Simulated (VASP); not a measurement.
# BiTe (Fm-3m) in VASP: settings compared

The runs below take BiTe through single point, with B3LYP, PBEsol-based screened hybrid.

Program: VASP 6.6.1. These are calculated values, not measurements. Logs are shortened: lines on timing, memory, paths and dates and some standing lists are left out, and cuts for length are marked.

## 1. The cell of the first run

Symmetry: Fm-3m, No. 225, cubic system. The conventional cell has a = 6.470 Å, b = 6.470 Å, c = 6.470 Å, α = 90.00°, β = 90.00°, γ = 90.00°. Within 4.3 Å of Bi (site symmetry m-3m) lie 6 Te at 3.23 Å. Within 4.3 Å of Te (site symmetry m-3m) lie 6 Bi at 3.23 Å.

## 2. Single point, B3LYP

The input, POSCAR:

```
BiTe
1.0
    0.0000000000      3.2350000000      3.2350000000
    3.2350000000      0.0000000000      3.2350000000
    3.2350000000      3.2350000000      0.0000000000
Bi Te
1 1
Direct
    0.0000000000      0.0000000000      0.0000000000
    0.5000000000      0.5000000000      0.5000000000
```

The input, INCAR.step1:

```
SYSTEM = BiTe
  PREC = Accurate
  ENCUT = 520
  EDIFF = 1E-5
  ISMEAR = -1
  SIGMA = 0.05
  LREAL = .False.
  LASPH = .True.
  NELM = 100
  ALGO = Normal
  ISIF = 2
  LWAVE = .True.
  NBANDS = 18
  GGA = PE
```

The input, INCAR.step2:

```
SYSTEM = BiTe
  PREC = Accurate
  ENCUT = 520
  EDIFF = 1E-7
  ISMEAR = -1
  SIGMA = 0.05
  LREAL = .False.
  LASPH = .True.
  NELM = 100
  ALGO = Normal
  ISIF = 2
  LWAVE = .False.
  LCHARG = .True.
  GGA = B3
  LHFCALC = .True.
  AEXX = 0.2
  AGGAX = 0.72
  AGGAC = 0.81
  ALDAC = 0.19
  PRECFOCK = Normal
  LELF = .True.
  LVHAR = .True.
  NBANDS = 18
  ISTART = 1
```

The input, KPOINTS:

```
regular mesh
0
Gamma
  4 4 4
  0 0 0
```

Potentials or basis: VASP PAW PBE potentials, release 64 (Bi_d, Te).

Started as:

```
cat potpaw_PBE.64/Bi_d/POTCAR potpaw_PBE.64/Te/POTCAR > POTCAR
cp INCAR.step1 INCAR
mpirun -np 1 vasp_std > vasp.out
cp INCAR.step2 INCAR
mpirun -np 1 vasp_std > vasp.out
```

OUTCAR:

```text
SYSTEM = BiTe
   PREC = Accurate
   ENCUT = 520
   EDIFF = 1E-7
   ISMEAR = -1
   LREAL = .False.
   LASPH = .True.
   NELM = 100
   ISIF = 2
   GGA = B3
   LHFCALC = .True.
   AEXX = 0.2
   PRECFOCK = Normal
   ISTART = 1

 ion  position               nearest neighbor table
   1  0.000  0.000  0.000-   2 3.23   2 3.23   2 3.23   2 3.23   2 3.23   2 3.23
   2  0.500  0.500  0.500-   1 3.23   1 3.23   1 3.23   1 3.23   1 3.23   1 3.23

  LATTYP: Found a face centered cubic cell.
 ALAT       =     6.4700000000

  Lattice vectors:

 A1 = (   0.0000000000,   3.2350000000,   3.2350000000)
 A2 = (   3.2350000000,   0.0000000000,   3.2350000000)
 A3 = (   3.2350000000,   3.2350000000,   0.0000000000)

Analysis of symmetry for initial positions (statically):
=====================================================================
 Subroutine PRICEL returns:
 Original cell was already a primitive cell.

 Routine SETGRP: Setting up the symmetry group for a
 face centered cubic supercell.

 Subroutine GETGRP returns: Found 48 space group operations
 (whereof 48 operations were pure point group operations)
 out of a pool of 48 trial point group operations.

The static configuration has the point symmetry O_h .

Analysis of symmetry for dynamics (positions and initial velocities):
=====================================================================
 Subroutine PRICEL returns:
 Original cell was already a primitive cell.

 Routine SETGRP: Setting up the symmetry group for a
 face centered cubic supercell.

 Subroutine GETGRP returns: Found 48 space group operations
 (whereof 48 operations were pure point group operations)
 out of a pool of 48 trial point group operations.

The dynamic configuration has the point symmetry O_h .

 Subroutine INISYM returns: Found 48 space group operations
 (whereof 48 operations are pure point group operations),
 and found     1 'primitive' translations

----------------------------------------------------------------------------------------

                                     Primitive cell

  volume of cell :      67.7100

  direct lattice vectors                    reciprocal lattice vectors
     0.000000000  3.235000000  3.235000000    -0.154559505  0.154559505  0.154559505
     3.235000000  0.000000000  3.235000000     0.154559505 -0.154559505  0.154559505
     3.235000000  3.235000000  0.000000000     0.154559505  0.154559505 -0.154559505

  length of vectors
     4.574980874  4.574980874  4.574980874     0.267704916  0.267704916  0.267704916

  position of ions in fractional coordinates (direct lattice)
     0.000000000  0.000000000  0.000000000
     0.500000000  0.500000000  0.500000000

  ion indices of the primitive-cell ions
   primitive index   ion index
                 1           1
                 2           2

----------------------------------------------------------------------------------------

 KPOINTS: regular mesh

Automatic generation of k-mesh.
 Grid dimensions read from file:
 generate k-points for:    4    4    4

 Generating k-lattice:

  Cartesian coordinates                     Fractional coordinates (reciprocal lattice)
    -0.038639876  0.038639876  0.038639876     0.250000000  0.000000000  0.000000000
     0.038639876 -0.038639876  0.038639876     0.000000000  0.250000000  0.000000000
     0.038639876  0.038639876 -0.038639876     0.000000000  0.000000000  0.250000000

  Length of vectors
     0.066926229  0.066926229  0.066926229

  Shift w.r.t. Gamma in fractional coordinates (k-lattice)
     0.000000000  0.000000000  0.000000000

 Subroutine IBZKPT returns following result:
 ===========================================

 Found      8 irreducible k-points:

 Following reciprocal coordinates:
            Coordinates               Weight
  0.000000  0.000000  0.000000      1.000000
  0.250000  0.000000  0.000000      8.000000
  0.500000  0.000000  0.000000      4.000000
  0.250000  0.250000  0.000000      6.000000
  0.500000  0.250000  0.000000     24.000000
 -0.250000  0.250000  0.000000     12.000000
  0.500000  0.500000  0.000000      3.000000
 -0.250000  0.500000  0.250000      6.000000
   k-points           NKPTS =      8   k-points in BZ     NKDIM =     64   number of bands    NBANDS=     18
   number of dos      NEDOS =    301   number of ions     NIONS =      2
   total plane-waves  NPLWV =  46656
   dimension x,y,z NGX =    36 NGY =   36 NGZ =   36
   dimension x,y,z NGXF=    72 NGYF=   72 NGZF=   72
   ions per type =               1   1
   NGX,Y,Z   is equivalent  to a cutoff of  13.08, 13.08, 13.08 a.u.
   NGXF,Y,Z  is equivalent  to a cutoff of  26.16, 26.16, 26.16 a.u.
 SYSTEM =  BiTe
   PREC   = accura    normal or accurate (medium, high low for compatibility)
   ISTART =      1    job   : 0-new  1-cont  2-samecut
   ICHARG =      0    charge: 1-file 2-atom 10-const
   ISPIN  =      1    spin polarized calculation?
   LNONCOLLINEAR =      F non collinear calculations
   LSORBIT =      F    spin-orbit coupling
   LASPH  =      T    aspherical Exc in radial PAW
   ENCUT  =  520.0 eV  38.22 Ry    6.18 a.u.   8.51  8.51  8.51*2*pi/ulx,y,z
   NELM   =    100;   NELMIN=  2; NELMDL=  0     # of ELM steps
   EDIFF  = 0.1E-06   stopping-criterion for ELM
   LREAL  =      F    real-space projection
   EDIFFG = 0.1E-05   stopping-criterion for IOM
   NSW    =      0    number of steps for IOM
   IBRION =     -1    ionic relax: 0-MD 1-quasi-New 2-CG
   NFREE  =      0    steps in history (QN), initial steepest desc. (CG)
   ISIF   =      2    stress and relaxation
   ISYM   =      3    0-nonsym 1-usesym 2-fastsym
   POTIM  = 0.5000    time-step for ionic-motion
   TEBEG  =    0.0;   TEEND  =   0.0 temperature during run
   PSTRESS=    0.0 pullay stress
   NELECT =      21.0000    total number of electrons
   NUPDOWN=      -1.0000    fix difference up-down
   EMIN   =  10.00;   EMAX   =-10.00  energy-range for DOS
   EFERMI =   0.00;   METHOD = LEGACY
   ISMEAR =    -1;   SIGMA  =   0.05  broadening in eV -4-tet -1-fermi 0-gaus
   EFERMI_NEDOS =   21; number of points for ismear=-14 and -15
   IALGO  =     38    algorithm
   IMIX   =      1    mixing-type and parameters
     AMIX     =   0.40;   BMIX     =  1.00
     AMIX_MAG =   1.60;   BMIX_MAG =  1.00
  volume/ion in A,a.u.               =      33.86       228.46
  Fermi-wavevector in a.u.,A,eV,Ry     =   1.108146  2.094092 16.707785  1.227988
  Thomas-Fermi vector in A             =   2.244669
   LORBIT       =      0    0 simple, 1 ext, 2 COOP (PROOUT), +10 PAW based schemes
   GGA     = B3    functional components
   LHFCALC =     T    Hartree Fock is set to
   PRECFOCK=normal    Normal, Fast or Accurate (Low or Medium for compatibility)
   ENCUT4O =  -1.0   cutoff for four orbital integrals eV
   NKREDX  =     1    reduce k-point grid by
   NKREDY  =     1    reduce k-point grid by
   NKREDZ  =     1    reduce k-point grid by
   AEXX    =    0.2000 exact exchange contribution
   HFSCREEN=    0.0000 screening length (either q_TF or 0.3 A-1)
   HFSCREENC=   0.0000 screening length for correlation (either q_TF or 0.3 A-1)
   ENCUTFOCK=  -1.0 apply spherical cutoff to Coloumb kernel
   IVDW    =     0    specifies the selected vdW correction
   LEPSILON=     F    determine dielectric tensor
   LRPA    =     F    only Hartree local field effects (RPA)
 non-spin polarized calculation
  energy-cutoff  :      520.00
  volume of cell :       67.71
 maximum number of plane-waves:      1847
 NGX is ok and might be reduce to    36
  NGX = 28; NGY = 28; NGZ = 28

 number of electron      21.0000001 magnetization

 Free energy of the ion-electron system (eV)
  ---------------------------------------------------
  ext. energy  EPLUGINS =         0.00000000
  ---------------------------------------------------
  free energy    TOTEN  =        -8.02540292 eV

  energy without entropy =       -8.01694183  energy(sigma->0) =       -8.02117238

 E-fermi :   6.9470     XC(G=0):  -7.4419

 val. band max:        6.4543345877   @ k =  -0.2500   0.2500   0.0000
 cond. band min:       7.0274562028   @ k =  -0.2500   0.2500   0.0000
 fundamental gap:      0.5731216151
 Fermi energy:         6.9470041639

 k-point     1 :       0.0000    0.0000    0.0000
  band No.  band energies     occupation
      1     -18.3501      2.00000
      2     -18.3501      2.00000
      3     -18.3375      2.00000
      4     -18.3375      2.00000
      5     -18.3375      2.00000
      6      -8.2406      2.00000
[... 10 lines left out ...]
     17      13.9490      0.00000
     18      14.3822      0.00000

 k-point     2 :       0.2500    0.0000    0.0000
  band No.  band energies     occupation
      1     -18.3524      2.00000
      2     -18.3524      2.00000
      3     -18.3366      2.00000
      4     -18.3346      2.00000
      5     -18.3346      2.00000
      6      -7.6446      2.00000
[... 10 lines left out ...]
     17      16.7013      0.00000
     18      16.9890      0.00000

 k-point     3 :       0.5000    0.0000    0.0000
  band No.  band energies     occupation
      1     -18.3549      2.00000
      2     -18.3549      2.00000
      3     -18.3355      2.00000
      4     -18.3313      2.00000
      5     -18.3313      2.00000
      6      -6.1641      2.00000
[... 10 lines left out ...]
     17      16.0083      0.00000
     18      17.0908      0.00000

 k-point     4 :       0.2500    0.2500    0.0000
  band No.  band energies     occupation
      1     -18.3576      2.00000
      2     -18.3479      2.00000
      3     -18.3393      2.00000
      4     -18.3325      2.00000
      5     -18.3325      2.00000
      6      -7.4799      2.00000
[... 10 lines left out ...]
     17      14.9360      0.00000
     18      15.0090      0.00000

 k-point     5 :       0.5000    0.2500    0.0000
  band No.  band energies     occupation
      1     -18.3600      2.00000
      2     -18.3500      2.00000
      3     -18.3372      2.00000
      4     -18.3306      2.00000
      5     -18.3295      2.00000
      6      -6.3556      2.00000
[... 10 lines left out ...]
     17      17.2128      0.00000
     18      17.7247      0.00000

 k-point     6 :      -0.2500    0.2500    0.0000
  band No.  band energies     occupation
      1     -18.3550      2.00000
      2     -18.3536      2.00000
      3     -18.3344      2.00000
      4     -18.3327      2.00000
      5     -18.3323      2.00000
      6      -6.7297      2.00000
[... 10 lines left out ...]
     17      15.9131      0.00000
     18      17.4954      0.00000

 k-point     7 :       0.5000    0.5000    0.0000
  band No.  band energies     occupation
      1     -18.3658      2.00000
      2     -18.3457      2.00000
      3     -18.3409      2.00000
      4     -18.3270      2.00000
      5     -18.3270      2.00000
      6      -6.3306      2.00000
[... 10 lines left out ...]
     17      17.6155      0.00000
     18      18.4529      0.00000

 k-point     8 :      -0.2500    0.5000    0.2500
  band No.  band energies     occupation
      1     -18.3608      2.00000
      2     -18.3501      2.00000
      3     -18.3342      2.00000
      4     -18.3342      2.00000
      5     -18.3270      2.00000
      6      -5.7783      2.00000
[... 10 lines left out ...]
     17      17.5245      0.00000
     18      18.5733      0.00000

------------------------ aborting loop because EDIFF is reached ----------------------------------------

  FORCE on cell =-STRESS in cart. coord.  units (eV):
  Direction    XX          YY          ZZ          XY          YZ          ZX
  --------------------------------------------------------------------------------------
  -------------------------------------------------------------------------------------
  Total        0.8145652      0.8145652      0.8145652      0.0000000      0.0000000     -0.0000000
  in kB       19.2745215     19.2745215     19.2745215      0.0000000      0.0000000     -0.0000000
  external PRESSURE =      19.2745215 kB  Pullay stress =       0.0000000 kB

 VOLUME and BASIS-vectors are now :
 -----------------------------------------------------------------------------
  energy-cutoff  :      520.00
  volume of cell :       67.71
      direct lattice vectors                 reciprocal lattice vectors
     0.000000000  3.235000000  3.235000000    -0.154559505  0.154559505  0.154559505
     3.235000000  0.000000000  3.235000000     0.154559505 -0.154559505  0.154559505
     3.235000000  3.235000000  0.000000000     0.154559505  0.154559505 -0.154559505

 POSITION                                       TOTAL-FORCE (eV/Angst)
 -----------------------------------------------------------------------------------
      0.00000      0.00000      0.00000         0.000000     -0.000000     -0.000000
      3.23500      3.23500      3.23500        -0.000000      0.000000      0.000000
 -----------------------------------------------------------------------------------
    total drift:                               -0.000001     -0.000000     -0.000000

  FREE ENERGIE OF THE ION-ELECTRON SYSTEM (eV)
  ---------------------------------------------------
  free  energy   TOTEN  =        -8.0254029210 eV

  energy  without entropy=       -8.0169418298  energy(sigma->0) =       -8.02117238
```

It took 22 min on 1 thread of Intel Xeon Platinum 8375C at 2.90GHz (Ice Lake), shared host; peak memory 0.22 GiB.

Results:

```yaml
Free_energy: -8.0254 eV
Pressure: 1.9 GPa
```

Caveat: the k points lie up to 0.42 Å⁻¹ apart; the PAW data sets were made with another functional, which shifts forces and pressure a little; spin-orbit coupling is left out, which moves the levels of the heavy elements.

## 3. Single point, PBEsol-based screened hybrid

POSCAR is that of step 2.

The input, INCAR.step1:

```
PREC     = Accurate       # precision mode
ENCUT    = 520            # plane-wave cutoff, eV
EDIFF    = 1E-5           # SCF threshold, eV
ISMEAR   = -1             # smearing method
SIGMA    = 0.05           # smearing width, eV
LREAL    = F              # projectors in reciprocal space
LASPH    = T              # aspherical terms in the spheres
NELM     = 100            # most SCF steps
ALGO     = Normal         # electronic algorithm
ISIF     = 2              # what is computed and relaxed
LWAVE    = T              # write WAVECAR
NBANDS   = 18             # bands
GGA      = PE             # functional
```

The input, INCAR.step2:

```
PREC     = Accurate       # precision mode
ENCUT    = 520            # plane-wave cutoff, eV
EDIFF    = 1E-6           # SCF threshold, eV
ISMEAR   = -1             # smearing method
SIGMA    = 0.05           # smearing width, eV
LREAL    = F              # projectors in reciprocal space
LASPH    = T              # aspherical terms in the spheres
NELM     = 100            # most SCF steps
ALGO     = Normal         # electronic algorithm
ISIF     = 2              # what is computed and relaxed
LWAVE    = F              # write WAVECAR
LCHARG   = T              # write CHGCAR
GGA      = PS             # functional
LHFCALC  = T              # exact exchange
AEXX     = 0.25           # exact-exchange fraction
HFSCREEN = 0.207          # screening, 1/A
PRECFOCK = Normal       
LELF     = T              # ELF
LVHAR    = T            
NBANDS   = 18             # bands
ISTART   = 1
```

The input, KPOINTS:

```
Automatic mesh
0
Gamma
  4 4 4
```

Potentials or basis: VASP PAW PBE potentials, release 64 (Bi_d, Te).

Started as:

```
cat potpaw_PBE.64/Bi_d/POTCAR potpaw_PBE.64/Te/POTCAR > POTCAR
cp INCAR.step1 INCAR
mpirun -np 1 vasp_std > vasp.out
cp INCAR.step2 INCAR
mpirun -np 1 vasp_std > vasp.out
```

Wall time 12 min (1 thread of Intel Xeon Platinum 8375C at 2.90GHz (Ice Lake), shared host); peak memory 0.32 GiB.

Results (log left out):

```yaml
Free_energy: -9.2030 eV
Pressure: -3.0 GPa
```

Levels at points of the mesh, in eV from the Fermi level:
```tsv
k point	band 8	band 9	band 10	band 11	band 12	band 13
(0.00, 0.00, 0.00)	-2.97	-2.97	-2.97	2.55	2.55	2.55
(0.50, 0.00, 0.00)	-2.25	-2.25	-1.78	-0.83	-0.66	-0.66
(0.50, 0.50, 0.00)	-6.45	-4.61	-4.61	2.48	4.11	4.11
```

Caveat: the k points lie up to 0.42 Å⁻¹ apart; the PAW data sets were made with another functional, which shifts forces and pressure a little; spin-orbit coupling is left out, which moves the levels of the heavy elements.
